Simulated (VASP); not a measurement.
# Ga (Pm-3m) in VASP: further runs, part 2 of 2

VASP 6.6.1. The steps go on from the part before.

## (3) Single point, PBEsol

This run uses another cell than the first one, of 18.91 Å³/atom, 1.008 times its volume.

INCAR

```
SYSTEM = Ga
PREC = Accurate
ENCUT = 500
EDIFF = 1E-6
ISMEAR = -1
SIGMA = 0.05
LREAL = .FALSE.
LASPH = .TRUE.
NELM = 120
ALGO = Normal
ISIF = 2
LWAVE = .FALSE.
LCHARG = .FALSE.
GGA = PS
NBANDS = 12
GGA_COMPAT = .FALSE.
```

KPOINTS

```
regular mesh
0
G
  8 8 8
  0 0 0
```

POSCAR

```
Ga
1.0
    2.6641208207      0.0000000000      0.0000000000
    0.0000000000      2.6641208207      0.0000000000
    0.0000000000      0.0000000000      2.6641208207
Ga
1
Direct
    0.0000000000      0.0000000000      0.0000000000
```

Potentials or basis: VASP PAW PBE potentials, release 64 (Ga_d).

Started as:

```console
cat potpaw_PBE.64/Ga_d/POTCAR > POTCAR
mpirun -np 1 vasp_std > vasp.out
```

Run time: 4 s. Hardware: 1 thread of AMD EPYC 9R45 (Zen 5), shared host; peak memory 0.09 GiB.

The run converged. Its results:

* Free energy: -3.2780 eV
* Pressure: 0.0 GPa

Levels at points of the mesh, in eV from the Fermi level:
| k point | band 3 | band 4 | band 5 | band 6 | band 7 | band 8 | band 9 | band 10 |
| --- | --- | --- | --- | --- | --- | --- | --- | --- |
| (0.00, 0.00, 0.00) | -14.21 | -14.21 | -14.21 | -10.65 | 9.67 | 9.67 | 9.67 | 12.60 |
| (0.50, 0.00, 0.00) | -14.37 | -14.37 | -14.19 | -5.97 | -4.07 | 13.36 | 13.36 | 16.52 |
| (0.50, 0.50, 0.00) | -14.35 | -14.35 | -14.05 | -1.09 | -0.42 | -0.42 | 4.53 | 17.17 |
| (0.50, 0.50, 0.50) | -14.60 | -14.04 | -14.04 | 3.08 | 3.08 | 3.08 | 4.81 | 8.70 |

Caveat: the PAW data sets were made with another functional, which shifts forces and pressure a little.

## (4) Single point, PBEsol

This run uses another cell than the first one, of 18.72 Å³/atom, 0.998 times its volume.

INCAR

```
SYSTEM = Ga
  ALGO = Normal
  EDIFF = 1E-6
  ENCUT = 500
  GGA = PS
  GGA_COMPAT = .False.
  ISIF = 2
  ISMEAR = -1
  LASPH = .True.
  LCHARG = .False.
  LREAL = .False.
  LWAVE = .False.
  NBANDS = 12
  NELM = 120
  PREC = Accurate
  SIGMA = 0.05
```

KPOINTS

```
k-points
0
Gamma
  8 8 8
  0 0 0
```

POSCAR

```
Ga
1.0
    2.6552106511      0.0000000000      0.0000000000
    0.0000000000      2.6552106511      0.0000000000
    0.0000000000      0.0000000000      2.6552106511
Ga
1
Direct
    0.0000000000      0.0000000000      0.0000000000
```

Potentials or basis: VASP PAW PBE potentials, release 64 (Ga_d).

Started as:

```console
cat potpaw_PBE.64/Ga_d/POTCAR > POTCAR
mpirun -np 1 vasp_std > vasp.out
```

OUTCAR:

```text
SYSTEM = Ga
   EDIFF = 1E-6
   ENCUT = 500
   GGA = PS
   ISIF = 2
   ISMEAR = -1
   LASPH = .True.
   LREAL = .False.
   NELM = 120
   PREC = Accurate

 ion  position               nearest neighbor table
   1  0.000  0.000  0.000-

  LATTYP: Found a simple cubic cell.
 ALAT       =     2.6552106511

  Lattice vectors:

 A1 = (   2.6552106511,   0.0000000000,   0.0000000000)
 A2 = (   0.0000000000,   2.6552106511,   0.0000000000)
 A3 = (   0.0000000000,   0.0000000000,   2.6552106511)

[... 529 lines left out ...]
      4      -9.5012      2.00000
      5      -9.2512      2.00000
      6       2.0602      2.00000
      7       3.8448      2.00000
      8       7.5205      0.00000
      9      11.2295      0.00000
     10      18.3226      0.00000
     11      21.0418      0.00000
     12      24.1440      0.00000

 [... further k-points ...]
[... 5 lines left out ...]
  --------------------------------------------------------------------------------------
  -------------------------------------------------------------------------------------
  Total        0.0632129      0.0632129      0.0632129     -0.0000000     -0.0000000     -0.0000000
  in kB        5.4102720      5.4102720      5.4102720     -0.0000000     -0.0000000     -0.0000000
  external PRESSURE =       5.4102720 kB  Pullay stress =       0.0000000 kB

 VOLUME and BASIS-vectors are now :
 -----------------------------------------------------------------------------
  energy-cutoff  :      500.00
  volume of cell :       18.72
      direct lattice vectors                 reciprocal lattice vectors
     2.655210651  0.000000000  0.000000000     0.376617953  0.000000000  0.000000000
     0.000000000  2.655210651  0.000000000     0.000000000  0.376617953  0.000000000
     0.000000000  0.000000000  2.655210651     0.000000000  0.000000000  0.376617953

 POSITION                                       TOTAL-FORCE (eV/Angst)
 -----------------------------------------------------------------------------------
      0.00000      0.00000      0.00000         0.000000      0.000000      0.000000
 -----------------------------------------------------------------------------------
    total drift:                               -0.000000     -0.000000     -0.000000

  FREE ENERGIE OF THE ION-ELECTRON SYSTEM (eV)
  ---------------------------------------------------
  free  energy   TOTEN  =        -3.2776208719 eV

  energy  without entropy=       -3.2717605347  energy(sigma->0) =       -3.27469070
```

OSZICAR:

```text
N       E                     dE             d eps       ncg     rms          rms(c)
DAV:   1     0.435794474269E+02    0.43579E+02   -0.64615E+03   904   0.185E+03
DAV:   2    -0.101842353876E+01   -0.44598E+02   -0.43160E+02   884   0.263E+02
DAV:   3    -0.330009213566E+01   -0.22817E+01   -0.22765E+01   976   0.472E+01
DAV:   4    -0.332033442026E+01   -0.20242E-01   -0.20238E-01   968   0.460E+00
DAV:   5    -0.332057178817E+01   -0.23737E-03   -0.23737E-03   964   0.482E-01    0.108E+00
DAV:   6    -0.328392524949E+01    0.36647E-01   -0.71914E-02  1016   0.542E+00    0.488E-01
DAV:   7    -0.327839671371E+01    0.55285E-02   -0.86058E-03  1092   0.160E+00    0.153E-01
DAV:   8    -0.327761797037E+01    0.77874E-03   -0.81209E-04  1056   0.483E-01    0.117E-02
DAV:   9    -0.327762094599E+01   -0.29756E-05   -0.86512E-06  1068   0.374E-02    0.380E-03
DAV:  10    -0.327762087189E+01    0.74101E-07   -0.37605E-07   636   0.105E-02
   1 F= -.32776209E+01 E0= -.32746907E+01  d E =-.586034E-02
```

stdout:

```text
POSCAR found type information on POSCAR Ga
 POSCAR found :  1 types and       1 ions
 scaLAPACK will be used
 -----------------------------------------------------------------------------
|                                                                             |
|                                                                             |
|     You enforced a specific xc type in the INCAR file but a different       |
|     I HOPE YOU KNOW WHAT YOU ARE DOING!                                     |
|                                                                             |
 -----------------------------------------------------------------------------

 LDA part: xc-table for (Slater+PW92), standard interpolation
 POSCAR, INCAR and KPOINTS ok, starting setup
 FFT: planning ... GRIDC
 FFT: planning ... GRID_SOFT
 FFT: planning ... GRID
 WAVECAR not read
 entering main loop
```

Wall time 4 s (1 thread of AMD EPYC 9R45 (Zen 5), shared host); peak memory 0.09 GiB.

What came out:

```
Free energy : -3.2776 eV
Pressure    : 0.5 GPa
```

Caveat: the PAW data sets were made with another functional, which shifts forces and pressure a little.

## (5) Single point, PBEsol

This run uses another cell than the first one, of 19.10 Å³/atom, 1.018 times its volume.

INCAR

```
PREC = Accurate
ENCUT = 500
EDIFF = 1E-6
ISMEAR = -1
SIGMA = 0.05
LREAL = F
LASPH = T
NELM = 120
ALGO = Normal
ISIF = 2
LWAVE = F
LCHARG = F
GGA = PS
NBANDS = 12
GGA_COMPAT = F
```

KPOINTS

```
regular mesh
0
Gamma
  8 8 8
```

POSCAR

```
Ga
1.0
    2.6729717855      0.0000000000      0.0000000000
    0.0000000000      2.6729717855      0.0000000000
    0.0000000000      0.0000000000      2.6729717855
Ga
1
Direct
    0.0000000000      0.0000000000      0.0000000000
```

Potentials or basis: VASP PAW PBE potentials, release 64 (Ga_d).

Started as:

```console
cat potpaw_PBE.64/Ga_d/POTCAR > POTCAR
mpirun -np 1 vasp_std > vasp.out
```

OUTCAR:

```text
PREC = Accurate
   ENCUT = 500
   EDIFF = 1E-6
   ISMEAR = -1
   LREAL = F
   LASPH = T
   NELM = 120
   ISIF = 2
   GGA = PS

 ion  position               nearest neighbor table
   1  0.000  0.000  0.000-

  LATTYP: Found a simple cubic cell.
 ALAT       =     2.6729717855

  Lattice vectors:

 A1 = (   2.6729717855,   0.0000000000,   0.0000000000)
 A2 = (   0.0000000000,   2.6729717855,   0.0000000000)
 A3 = (   0.0000000000,   0.0000000000,   2.6729717855)

[... 528 lines left out ...]
      3      -9.6881      2.00000
      4      -9.6604      2.00000
      5      -9.4210      2.00000
      6       1.8766      2.00000
      7       3.7107      2.00000
      8       7.2805      0.00000
      9      11.0227      0.00000
     10      17.8961      0.00000
     11      20.7045      0.00000
     12      23.7162      0.00000

 [... further k-points ...]
[... 5 lines left out ...]
  --------------------------------------------------------------------------------------
  -------------------------------------------------------------------------------------
  Total       -0.0411243     -0.0411243     -0.0411243      0.0000000      0.0000000     -0.0000000
  in kB       -3.4500514     -3.4500514     -3.4500514      0.0000000      0.0000000     -0.0000000
  external PRESSURE =      -3.4500514 kB  Pullay stress =       0.0000000 kB

 VOLUME and BASIS-vectors are now :
 -----------------------------------------------------------------------------
  energy-cutoff  :      500.00
  volume of cell :       19.10
      direct lattice vectors                 reciprocal lattice vectors
     2.672971786  0.000000000  0.000000000     0.374115434  0.000000000  0.000000000
     0.000000000  2.672971786  0.000000000     0.000000000  0.374115434  0.000000000
     0.000000000  0.000000000  2.672971786     0.000000000  0.000000000  0.374115434

 POSITION                                       TOTAL-FORCE (eV/Angst)
 -----------------------------------------------------------------------------------
      0.00000      0.00000      0.00000         0.000000      0.000000      0.000000
 -----------------------------------------------------------------------------------
    total drift:                               -0.000000     -0.000000     -0.000000

  FREE ENERGIE OF THE ION-ELECTRON SYSTEM (eV)
  ---------------------------------------------------
  free  energy   TOTEN  =        -3.2779060848 eV

  energy  without entropy=       -3.2712505257  energy(sigma->0) =       -3.27457831
```

stdout:

```text
POSCAR found type information on POSCAR Ga
 POSCAR found :  1 types and       1 ions
 scaLAPACK will be used
 -----------------------------------------------------------------------------
|                                                                             |
|                                                                             |
|     You enforced a specific xc type in the INCAR file but a different       |
|     I HOPE YOU KNOW WHAT YOU ARE DOING!                                     |
|                                                                             |
 -----------------------------------------------------------------------------

 LDA part: xc-table for (Slater+PW92), standard interpolation
 POSCAR, INCAR and KPOINTS ok, starting setup
 FFT: planning ... GRIDC
 FFT: planning ... GRID_SOFT
 FFT: planning ... GRID
 WAVECAR not read
 entering main loop
```

It took 4.2 s on 1 thread of AMD EPYC 9R45 (Zen 5), shared host; peak memory 0.09 GiB.

What came out:

| Property | Result |
| --- | --- |
| Free energy | -3.2779 eV |
| Pressure | -0.3 GPa |

Caveat: the PAW data sets were made with another functional, which shifts forces and pressure a little.

## (6) Overview

```tsv
cell	k mesh	gap on the mesh (eV)	pressure (GPa)
a = 2.657 Å, 1 atom	9 × 9 × 9	none	0.1
a = 2.664 Å, 1 atom	8 × 8 × 8	none	0.0
a = 2.655 Å, 1 atom	8 × 8 × 8	none	0.5
a = 2.673 Å, 1 atom	8 × 8 × 8	none	-0.3
```

Alike in all rows: task single point; level PBEsol; potentials or basis VASP PAW PBE potentials, release 64 (Ga_d); no spin polarisation; cutoff (eV) 500; smearing fermi-dirac 0.05 eV.

Caveats: the PAW data sets were made with another functional, which shifts forces and pressure a little.

Total energies depend on the potentials used, so only differences within one code and one set of settings carry meaning.
